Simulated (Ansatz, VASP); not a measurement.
## Nb: VASP beside Ansatz

The input POSCAR:

```
Nb
1.0
   -1.6545541588      1.6545541588      1.6545541588
    1.6545541588     -1.6545541588      1.6545541588
    1.6545541588      1.6545541588     -1.6545541588
Nb
1
Direct
    0.0000000000      0.0000000000      0.0000000000
```

File INCAR.step1:

```
SYSTEM = Nb
ALGO = Normal ; EDIFF = 1E-5
ENCUT = 520 ; GGA = PE
ISIF = 2 ; ISMEAR = -1
KPAR = 4 ; LASPH = .True.
LREAL = .False. ; LWAVE = .True.
NBANDS = 12 ; NELM = 80
PREC = Accurate ; SIGMA = 0.05
```

The input INCAR.step2:

```
SYSTEM = Nb
ALGO = Normal ; EDIFF = 1E-6
ENCUT = 520 ; GGA = PE
HFSCREEN = 0.2079 ; ISIF = 2
ISMEAR = -1 ; ISTART = 1
KPAR = 4 ; LASPH = .True.
LCHARG = .True. ; LHFCALC = .True.
LREAL = .False. ; LVHAR = .True.
LWAVE = .False. ; NBANDS = 12
NELM = 80 ; PREC = Accurate
PRECFOCK = Normal ; SIGMA = 0.05
```

The input KPOINTS:

```
k-points
0
Gamma
  9 9 9
  0 0 0
```

Input for Ansatz:

```yaml
crystal:
  lattice:
    - [-1.6545541588, 1.6545541588, 1.6545541588]
    - [1.6545541588, -1.6545541588, 1.6545541588]
    - [1.6545541588, 1.6545541588, -1.6545541588]
  atoms:
    - { symbol: Nb, position: [0.0, 0.0, 0.0] }
basis:
  ecutwfc: 420
  xc_grid: 2
hamiltonian:
  xc: hse06
  pseudopotentials: { kind: paw, azcp: { folder: soft_1 } }
kpoints:
  mp_grid: { grid: [9, 9, 9] }
scf:
  occupations: { method: fermi_dirac, width: 0.05 }
  max_iter: 150
output:
  forces: true
  stress: true
checkpoint:
  write: "../hse06.run"
  compress: false
  write_wavefunctions: false
  write_every: 100000
```

Alike in both runs: task single point; functional HSE06; k mesh 9 × 9 × 9; occupations fermi-dirac, width 0.05 eV; no spin polarisation.

|  | VASP | Ansatz |
| --- | --- | --- |
| version | VASP 6.6.1 | Ansatz 0.2.0 |
| potentials or method | VASP PAW PBE potentials, release 64 (Nb_sv), cutoff 520 eV | plane-wave PAW DFT |
| valence electrons in the cell | 13 | 13 |

|  | VASP | Ansatz | Ansatz less VASP |
| --- | --- | --- | --- |
| pressure (GPa) | -4.0 | -3.5 | +0.43 |

Ansatz's warnings: filled band counts differ across k points, stress exchange threshold loose, stress scf threshold loose.
